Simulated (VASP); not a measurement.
Crystal: SnO2.

```xyz
6
Lattice="4.7880 0.0000 0.0000 0.0000 4.8666 0.0000 0.0000 0.0000 3.2409" Properties=species:S:1:pos:R:3 pbc="T T T"
Sn    2.3940    2.4333    1.6204
Sn    0.0000    0.0000    0.0000
O     1.3974    1.5624    0.0000
O     3.7914    0.8709    1.6204
O     0.9966    3.9957    1.6204
O     3.3906    3.3042    0.0000
```

| Quantity | Value |
| --- | --- |
| Program | VASP 6.6.1 |
| Task | relaxation of cell and atoms |
| Functional | LDA |
| Potentials or basis | VASP PAW LDA potentials, release 64 (Sn_d, O) |
| Cutoff | 600 eV |
| k mesh | 6 × 4 × 6 |
| Occupations | gaussian, width 0.01 eV |
| Spin | no spin polarisation |

At the start: pressure -10.6 GPa; volume 12.59 Å³/atom.

Task: How do energy, volume and symmetry change on relaxing?

Result: Over 22 steps the energy falls by 26.4 meV/atom and the volume is 11.90 Å³/atom (-5.4 %); space group Pnnm (No. 58, to 0.1 Å) before, P4_2/mnm (No. 136, to 0.1 Å).

The path:
| step | energy change (eV) | largest force (eV/Å) | pressure (GPa) | volume (Å³) |
| --- | --- | --- | --- | --- |
| 1 | 0.0000 | 0.1517 | -10.58 | 75.52 |
| 2 | 0.1025 | 0.5772 | 17.32 | 66.79 |
| 3 | -0.1427 | 0.1586 | -0.32 | 71.54 |
| 4 | -0.1428 | 0.1637 | -0.05 | 71.47 |
| 5 | -0.1486 | 0.0547 | 0.09 | 71.24 |
| 6 | -0.1487 | 0.0643 | 0.12 | 71.21 |
| 7 | -0.1494 | 0.0543 | -0.10 | 71.28 |
| 8 | -0.1497 | 0.0570 | -0.66 | 71.47 |
| 9 | -0.1498 | 0.0517 | -0.46 | 71.39 |
| 10 | -0.1502 | 0.0527 | -0.29 | 71.36 |
| 11 | -0.1509 | 0.0682 | 0.10 | 71.24 |
| 12 | -0.1507 | 0.1213 | 0.92 | 71.00 |
| 13 | -0.1511 | 0.0874 | 0.40 | 71.14 |
| 14 | -0.1516 | 0.0822 | 0.39 | 71.15 |
| 15 | -0.1529 | 0.0670 | 0.36 | 71.18 |
| 16 | -0.1551 | 0.0400 | 0.27 | 71.24 |
| 17 | -0.1575 | 0.0345 | 0.03 | 71.35 |
| 18 | -0.1578 | 0.0587 | -0.12 | 71.40 |
| 19 | -0.1582 | 0.0094 | 0.25 | 71.33 |
| 20 | -0.1582 | 0.0081 | 0.14 | 71.35 |
| 21 | -0.1583 | 0.0059 | -0.17 | 71.46 |
| 22 | -0.1583 | 0.0018 | -0.01 | 71.41 |

Final structure:
```
CELL_PARAMETERS angstrom
4.72825 0.00000 0.00000
0.00000 4.72643 0.00000
0.00000 0.00000 3.19550
ATOMIC_POSITIONS crystal
Sn 0.50000 0.50000 0.50000
Sn 0.00000 0.00000 0.00000
O 0.30568 0.30639 0.00000
O 0.80568 0.19361 0.50000
O 0.19432 0.80639 0.50000
O 0.69432 0.69361 0.00000
```
